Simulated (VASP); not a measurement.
# TiO2 (P2_1/c) in VASP: further runs

Aim: see how the results for TiO2 move with the level of theory and the settings. Levels: PBEsol, PBE. Tasks: electric field gradients.

Program: VASP 6.6.1. These are calculated values, not measurements. Logs are shortened: lines on timing, memory, paths and dates and some standing lists are left out, and cuts for length are marked.

## (1) The cell of the first run

The structure is monoclinic, space group P2_1/c (No. 14). Conventional cell: a = 4.589 Å, b = 4.849 Å, c = 4.736 Å, α = 90.00°, β = 98.60°, γ = 90.00°. Within 2.5 Å of Ti (site symmetry 1) lie 7 O at 1.86 to 2.04 Å. Within 3.2 Å of O (site symmetry 1) lie 5 Ti at 1.86 to 3.09 Å and 12 O at 2.37 to 3.11 Å. O (site symmetry 1) has 4 Ti at 1.96 to 2.03 Å and 10 O at 2.37 to 2.93 Å within 3.0 Å.

## (2) Electric field gradients, PBEsol

INCAR reads:

```
PREC = Accurate
ENCUT = 520
EDIFF = 1E-8
ISMEAR = -1
SIGMA = 0.02
LREAL = False
LASPH = True
NELM = 120
ALGO = Normal
ISIF = 2
LWAVE = False
LCHARG = False
GGA = PS
LEFG = True
NBANDS = 60
GGA_COMPAT = False
```

KPOINTS reads:

```
Automatic mesh
0
Gamma
  7 6 7
```

POSCAR reads:

```
TiO2
1.0
    4.5890000000      0.0000000000      0.0000000000
    0.0000000000      4.8490000000      0.0000000000
   -0.7081993865      0.0000000000      4.6827502206
Ti O
4 8
Direct
    0.2789943989      0.0465515610      0.2112229557
    0.7210056011      0.5465515610      0.2887770443
    0.7210056011      0.9534484390      0.7887770443
    0.2789943989      0.4534484390      0.7112229557
    0.0855917885      0.3732413166      0.3028118073
    0.9144082115      0.8732413166      0.1971881927
    0.9144082115      0.6267586834      0.6971881927
    0.0855917885      0.1267586834      0.8028118073
    0.4338385079      0.7639177056      0.4895583134
    0.5661614921      0.2639177056      0.0104416866
    0.5661614921      0.2360822944      0.5104416866
    0.4338385079      0.7360822944      0.9895583134
```

Potentials or basis: VASP PAW PBE potentials, release 64 (Ti_sv, O).

Run with:

```
$ cat potpaw_PBE.64/Ti_sv/POTCAR potpaw_PBE.64/O/POTCAR > POTCAR
$ mpirun -np 1 vasp_std > vasp.out
```

OUTCAR:

```text
PREC = Accurate
   ENCUT = 520
   EDIFF = 1E-8
   ISMEAR = -1
   LREAL = False
   LASPH = True
   NELM = 120
   ISIF = 2
   GGA = PS

 ion  position               nearest neighbor table
   1  0.279  0.047  0.211-   6 1.86   5 1.90   9 1.96  11 2.01  12 2.02  10 2.03   8 2.04
   2  0.721  0.547  0.289-   5 1.86   6 1.90  10 1.96  12 2.01  11 2.02   9 2.03   7 2.04
   3  0.721  0.953  0.789-   8 1.86   7 1.90  11 1.96   9 2.01  10 2.02  12 2.03   6 2.04
   4  0.279  0.453  0.711-   7 1.86   8 1.90  12 1.96  10 2.01   9 2.02  11 2.03   5 2.04
   5  0.086  0.373  0.303-   2 1.86   1 1.90   4 2.04
   6  0.914  0.873  0.197-   1 1.86   2 1.90   3 2.04
   7  0.914  0.627  0.697-   4 1.86   3 1.90   2 2.04
   8  0.086  0.127  0.803-   3 1.86   4 1.90   1 2.04
   9  0.434  0.764  0.490-   1 1.96   3 2.01   4 2.02   2 2.03
  10  0.566  0.264  0.010-   2 1.96   4 2.01   3 2.02   1 2.03
  11  0.566  0.236  0.510-   3 1.96   1 2.01   2 2.02   4 2.03
  12  0.434  0.736  0.990-   4 1.96   2 2.01   1 2.02   3 2.03

  LATTYP: Found a simple monoclinic cell.
 ALAT       =     4.5890000000
 B/A-ratio  =     1.0566572238
 C/A-ratio  =     1.0320331227
 COS(beta)  =    -0.1495353434

  Lattice vectors:

 A1 = (   4.5890000000,   0.0000000000,   0.0000000000)
 A2 = (   0.0000000000,   4.8490000000,   0.0000000000)
 A3 = (  -0.7081993865,   0.0000000000,   4.6827502206)

Analysis of symmetry for initial positions (statically):
=====================================================================
 Subroutine PRICEL returns:
 Original cell was already a primitive cell.

 Routine SETGRP: Setting up the symmetry group for a
 simple monoclinic supercell.

 Subroutine GETGRP returns: Found  4 space group operations
 (whereof  2 operations were pure point group operations)
 out of a pool of  4 trial point group operations.

The static configuration has the point symmetry S_2 .
 The point group associated with its full space group is C_2h.

Analysis of symmetry for dynamics (positions and initial velocities):
=====================================================================
 Subroutine PRICEL returns:
 Original cell was already a primitive cell.

 Routine SETGRP: Setting up the symmetry group for a
 simple monoclinic supercell.

 Subroutine GETGRP returns: Found  4 space group operations
 (whereof  2 operations were pure point group operations)
 out of a pool of  4 trial point group operations.

The dynamic configuration has the point symmetry S_2 .
 The point group associated with its full space group is C_2h.

 Subroutine INISYM returns: Found  4 space group operations
 (whereof  2 operations are pure point group operations),
 and found     1 'primitive' translations

----------------------------------------------------------------------------------------

                                     Primitive cell

  volume of cell :     104.2008

  direct lattice vectors                    reciprocal lattice vectors
     4.589000000  0.000000000  0.000000000     0.217912399  0.000000000  0.032956152
     0.000000000  4.849000000  0.000000000     0.000000000  0.206228088  0.000000000
    -0.708199387  0.000000000  4.682750221     0.000000000  0.000000000  0.213549720

  length of vectors
     4.589000000  4.849000000  4.736000000     0.220390385  0.206228088  0.213549720

  position of ions in fractional coordinates (direct lattice)
     0.278994399  0.046551561  0.211222956
     0.721005601  0.546551561  0.288777044
     0.721005601  0.953448439  0.788777044
     0.278994399  0.453448439  0.711222956
     0.085591788  0.373241317  0.302811807
     0.914408212  0.873241317  0.197188193
     0.914408212  0.626758683  0.697188193
     0.085591788  0.126758683  0.802811807
     0.433838508  0.763917706  0.489558313
     0.566161492  0.263917706  0.010441687
     0.566161492  0.236082294  0.510441687
     0.433838508  0.736082294  0.989558313

[... 103 lines left out ...]
   IALGO  =     38    algorithm
   IMIX   =      4    mixing-type and parameters
     AMIX     =   0.40;   BMIX     =  1.00
     AMIX_MAG =   1.60;   BMIX_MAG =  1.00
  volume/ion in A,a.u.               =       8.68        58.60
  Fermi-wavevector in a.u.,A,eV,Ry     =   1.592972  3.010281 34.525600  2.537560
  Thomas-Fermi vector in A             =   2.691274
   LORBIT       =      0    0 simple, 1 ext, 2 COOP (PROOUT), +10 PAW based schemes
   GGA     = PS    functional components
   LHFCALC =     F    Hartree Fock is set to
   AEXX    =    0.0000 exact exchange contribution
   IVDW    =     0    specifies the selected vdW correction
   LEPSILON=     F    determine dielectric tensor
   LRPA    =     F    only Hartree local field effects (RPA)
 non-spin polarized calculation
  energy-cutoff  :      520.00
  volume of cell :      104.20
 maximum number of plane-waves:      2833
 NGX is ok and might be reduce to    36
   NGX = 17   NGY = 19   NGZ = 17

 number of electron      95.9999979 magnetization

 Free energy of the ion-electron system (eV)
  ---------------------------------------------------
  ext. energy  EPLUGINS =         0.00000000
  ---------------------------------------------------
  free energy    TOTEN  =      -111.48142585 eV

  energy without entropy =     -111.48142585  energy(sigma->0) =     -111.48142585

 E-fermi :   7.3314     XC(G=0): -12.8519

 val. band max:        6.8214285159   @ k =   0.0000   0.0000   0.0000
 cond. band min:       9.1617201752   @ k =   0.4286   0.0000   0.0000
 fundamental gap:      2.3402916592
 Fermi energy:         7.3313965222

 k-point     1 :       0.0000    0.0000    0.0000
  band No.  band energies     occupation
      1     -49.3457      2.00000
      2     -49.2897      2.00000
      3     -49.2805      2.00000
      4     -49.2775      2.00000
      5     -26.0253      2.00000
      6     -25.9691      2.00000
[... 1501 lines left out ...]
     59      11.6907      0.00000
     60      11.8647      0.00000

 [... further k-points ...]
[... 5 lines left out ...]
  --------------------------------------------------------------------------------------
  -------------------------------------------------------------------------------------
  Total       12.8016195     12.7790995     12.4817657      0.0000000      0.0000000      0.2894480
  in kB      196.8358784    196.4896146    191.9178514      0.0000000      0.0000000      4.4505112
  external PRESSURE =     195.0811148 kB  Pullay stress =       0.0000000 kB

 VOLUME and BASIS-vectors are now :
 -----------------------------------------------------------------------------
  energy-cutoff  :      520.00
  volume of cell :      104.20
      direct lattice vectors                 reciprocal lattice vectors
     4.589000000  0.000000000  0.000000000     0.217912399  0.000000000  0.032956152
     0.000000000  4.849000000  0.000000000     0.000000000  0.206228088  0.000000000
    -0.708199387  0.000000000  4.682750221     0.000000000  0.000000000  0.213549720

 POSITION                                       TOTAL-FORCE (eV/Angst)
 -----------------------------------------------------------------------------------
      1.13072      0.22573      0.98910         0.047937      0.016355     -0.037116
      3.10418      2.65023      1.35227        -0.047937      0.016355      0.037116
      2.75008      4.62327      3.69365        -0.047937     -0.016355      0.037116
      0.77662      2.19877      3.33048         0.047937     -0.016355     -0.037116
      0.17833      1.80985      1.41799        -0.007867     -0.022180      0.078294
      4.05657      4.23435      0.92338         0.007867     -0.022180     -0.078294
      3.70247      3.03915      3.26476         0.007867      0.022180     -0.078294
     -0.17577      0.61465      3.75937        -0.007867      0.022180      0.078294
      1.64418      3.70424      2.29248         0.030179     -0.007279      0.004060
      2.59072      1.27974      0.04890        -0.030179     -0.007279     -0.004060
      2.23662      1.14476      2.39027        -0.030179      0.007279     -0.004060
      1.29008      3.56926      4.63385         0.030179      0.007279      0.004060
 -----------------------------------------------------------------------------------
    total drift:                                0.000000     -0.000000     -0.000000

  FREE ENERGIE OF THE ION-ELECTRON SYSTEM (eV)
  ---------------------------------------------------
  free  energy   TOTEN  =      -111.4814258490 eV

  energy  without entropy=     -111.4814258490  energy(sigma->0) =     -111.48142585

 Electric field gradients (V/A^2)
---------------------------------------------------------------------
 ion       V_xx      V_yy      V_zz      V_xy      V_xz      V_yz
---------------------------------------------------------------------
   1      -3.613   -28.772    32.386   -14.253   -18.904    -2.274
   2      -3.613   -28.772    32.386    14.253   -18.904     2.274
   3      -3.613   -28.772    32.386   -14.253   -18.904    -2.274
   4      -3.613   -28.772    32.386    14.253   -18.904     2.274
   5      -6.287    -7.144    13.431   -18.429    -5.860     9.432
   6      -6.287    -7.144    13.431    18.429    -5.860    -9.432
   7      -6.287    -7.144    13.431   -18.429    -5.860     9.432
   8      -6.287    -7.144    13.431    18.429    -5.860    -9.432
   9       4.400     6.947   -11.347     1.194    -4.490   -10.156
  10       4.400     6.947   -11.347    -1.194    -4.490    10.156
  11       4.400     6.947   -11.347     1.194    -4.490   -10.156
  12       4.400     6.947   -11.347    -1.194    -4.490    10.156
---------------------------------------------------------------------

 Electric field gradients after diagonalization (V/A^2)
 (convention: |V_zz| > |V_xx| > |V_yy|)
----------------------------------------------------------------------
 ion       V_xx      V_yy      V_zz     asymmetry (V_yy - V_xx)/ V_zz
----------------------------------------------------------------------
   1     -36.757    -3.921    40.677       0.807
   2     -36.757    -3.921    40.677       0.807
   3     -36.757    -3.921    40.677       0.807
   4     -36.757    -3.921    40.677       0.807
   5      23.470     1.877   -25.347       0.852
   6      23.470     1.877   -25.347       0.852
   7      23.470     1.877   -25.347       0.852
   8      23.470     1.877   -25.347       0.852
   9      12.571     3.932   -16.503       0.524
  10      12.571     3.932   -16.503       0.524
  11      12.571     3.932   -16.503       0.524
  12      12.571     3.932   -16.503       0.524
----------------------------------------------------------------------

           NMR quadrupolar parameters

 Cq : quadrupolar parameter    Cq=e*Q*V_zz/h
 eta: asymmetry parameters     (V_yy - V_xx)/ V_zz
 Q  : nuclear electric quadrupole moment in mb (millibarn)
----------------------------------------------------------------------
 ion       Cq(MHz)       eta       Q (mb)
----------------------------------------------------------------------
   1       0.098       0.807       1.000
   2       0.098       0.807       1.000
   3       0.098       0.807       1.000
   4       0.098       0.807       1.000
   5      -0.061       0.852       1.000
   6      -0.061       0.852       1.000
   7      -0.061       0.852       1.000
   8      -0.061       0.852       1.000
   9      -0.040       0.524       1.000
  10      -0.040       0.524       1.000
  11      -0.040       0.524       1.000
  12      -0.040       0.524       1.000
----------------------------------------------------------------------
```

Run time: 8.7 min. Hardware: 1 thread of Intel Xeon Platinum 8488C (Sapphire Rapids), shared host; peak memory 0.51 GiB.

What came out:

```
Free energy                             : -111.4814 eV
Pressure                                : 19.5 GPa
Largest force                           : 0.082 eV/Å
Band gap on the k mesh                  : 2.34 eV (least direct gap 2.50 eV)
Largest electric field gradient by atom : Ti +40.7; O -25.3, -16.5 (each value once) V/Å²
```

Forces in eV/Å, atoms in the order of the input:
```
Ti   0.048  0.016 -0.037
Ti  -0.048  0.016  0.037
Ti  -0.048 -0.016  0.037
Ti   0.048 -0.016 -0.037
O   -0.008 -0.022  0.078
O    0.008 -0.022 -0.078
O    0.008  0.022 -0.078
O   -0.008  0.022  0.078
O    0.030 -0.007  0.004
O   -0.030 -0.007 -0.004
O   -0.030  0.007 -0.004
O    0.030  0.007  0.004
```

Stress tensor (GPa, compression positive):
```
19.68  0.00  0.45
 0.00 19.65  0.00
 0.45  0.00 19.19
```

Levels at points of the mesh, in eV from the valence-band top:
```csv
k point,band 44,band 45,band 46,band 47,band 48,band 49,band 50,band 51,band 52,band 53
"(0.00, 0.00, 0.00)",-1.06,-0.86,-0.28,-0.16,0.00,2.50,2.78,3.04,3.22,3.41
"(0.00, 0.50, 0.00)",-1.19,-0.75,-0.75,-0.52,-0.52,3.12,3.12,3.24,3.24,3.45
```

Electric field gradients, principal values (V/Å²):
```csv
atom,least,middle,greatest (by size)
1 Ti,-3.921,-36.757,40.677
2 Ti,-3.921,-36.757,40.677
3 Ti,-3.921,-36.757,40.677
4 Ti,-3.921,-36.757,40.677
5 O,1.877,23.470,-25.347
6 O,1.877,23.470,-25.347
7 O,1.877,23.470,-25.347
8 O,1.877,23.470,-25.347
9 O,3.932,12.571,-16.503
10 O,3.932,12.571,-16.503
11 O,3.932,12.571,-16.503
12 O,3.932,12.571,-16.503
```

Caveat: the cell stands under pressure; without QUAD_EFG the Cq values of the log hold for a quadrupole moment of 1 mb, not for the nuclei; the PAW data sets were made with another functional, which shifts forces and pressure a little; an odd mesh through Γ misses points on the zone boundary, where band edges can lie.

(Part 1 of 2 ends here.)
